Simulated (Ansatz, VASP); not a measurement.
## Two plane-wave programs on TaSi2

INCAR

```
SYSTEM = TaSi2
ALGO     = Normal         ! electronic algorithm
EDIFF    = 1E-7           ! SCF threshold, eV
ENCUT    = 520            ! plane-wave cutoff, eV
GGA      = PS             ! functional
ISIF     = 2              ! what is computed and relaxed
ISMEAR   = 0              ! smearing method
LASPH    = .True.         ! aspherical terms in the spheres
LCHARG   = .False.        ! write CHGCAR
LREAL    = .False.        ! projectors in reciprocal space
LWAVE    = .False.        ! write WAVECAR
NBANDS   = 38             ! bands
NELM     = 100            ! most SCF steps
PREC     = Accurate       ! precision mode
SIGMA    = 0.15           ! smearing width, eV
```

File KPOINTS:

```
k-points
0
Gamma
  9 9 6
  0 0 0
```

Contents of POSCAR:

```
TaSi2
1.0
    4.7613605622      0.0000000000      0.0000000000
   -2.3806802811      4.1234592035      0.0000000000
    0.0000000000      0.0000000000      6.5581204410
Ta Si
3 6
Direct
    0.5000000000      0.0000000000     -0.0978939020
    0.5000000000      0.5000000000      0.6666666667
    0.0000000000      0.5000000000      0.3333333333
    0.1592624125      0.3185248251      0.0000000000
    0.8407375875      0.1592624125      0.6666666667
    0.6814751749      0.8407375875      0.3333333333
    0.8407375875      0.6814751749      0.0000000000
    0.1592624125      0.8407375875      0.6666666667
    0.3185248251      0.1592624125      0.3333333333
```

Input for Ansatz:

```yaml
crystal:
  lattice:
    - [4.7613605622, 0.0, 0.0]
    - [-2.3806802811, 4.1234592035, 0.0]
    - [0.0, 0.0, 6.558120441]
  atoms:
    - { symbol: Ta, position: [0.5, 0.0, -0.097893902] }
    - { symbol: Ta, position: [0.5, 0.5, 0.6666666667] }
    - { symbol: Ta, position: [0.0, 0.5, 0.3333333333] }
    - { symbol: Si, position: [0.1592624125, 0.3185248251, 0.0] }
    - { symbol: Si, position: [0.8407375875, 0.1592624125, 0.6666666667] }
    - { symbol: Si, position: [0.6814751749, 0.8407375875, 0.3333333333] }
    - { symbol: Si, position: [0.8407375875, 0.6814751749, 0.0] }
    - { symbol: Si, position: [0.1592624125, 0.8407375875, 0.6666666667] }
    - { symbol: Si, position: [0.3185248251, 0.1592624125, 0.3333333333] }
basis:
  ecutwfc: 420
kpoints:
  mp_grid: { grid: [9, 9, 6] }
hamiltonian:
  xc: pbesol
  pseudopotentials: { kind: paw, azcp: { folder: soft_1 } }
scf:
  occupations: { method: gaussian, width: 0.15 }
output:
  forces: true
  stress: true
  eigenvalues: true
  write_density: true
  write_potential: true
  elf: true
  volumetric_format: npy
```

Alike in both runs: task single point; functional PBEsol; k mesh 9 × 9 × 6; occupations gaussian, width 0.15 eV; no spin polarisation.

|  | VASP | Ansatz |
| --- | --- | --- |
| version | VASP 6.6.1 | Ansatz 0.2.0 |
| potentials or method | VASP PAW PBE potentials, release 64 (Ta_pv, Si), cutoff 520 eV | scalar-relativistic, plane waves, PAW |
| valence electrons in the cell | 57 | 63 |

```csv
,VASP,Ansatz,Ansatz less VASP
gap on the k mesh at the Fermi level (eV),none,none,-
pressure (GPa),15.8,15.5,-0.27
"traceless stress, the component that is largest in VASP (GPa)",12.92,12.90,-0.027
rms of the force components (eV/Å),4.078,4.064,-0.0136
```

VASP's potentials were made for PBE, not for PBEsol, and Ansatz warns of the same on its side. Atom by atom the forces differ by 0.014 eV/Å (rms over components). A gap of «none» marks a metal or a gap that the smearing closes. With one functional, cell and mesh, what is left measures potentials, basis and numerics. VASP's potentials hold 57 valence electrons a cell and Ansatz's 63, so a difference there can come from the potentials and not from the codes.

Spin-orbit coupling is off throughout.
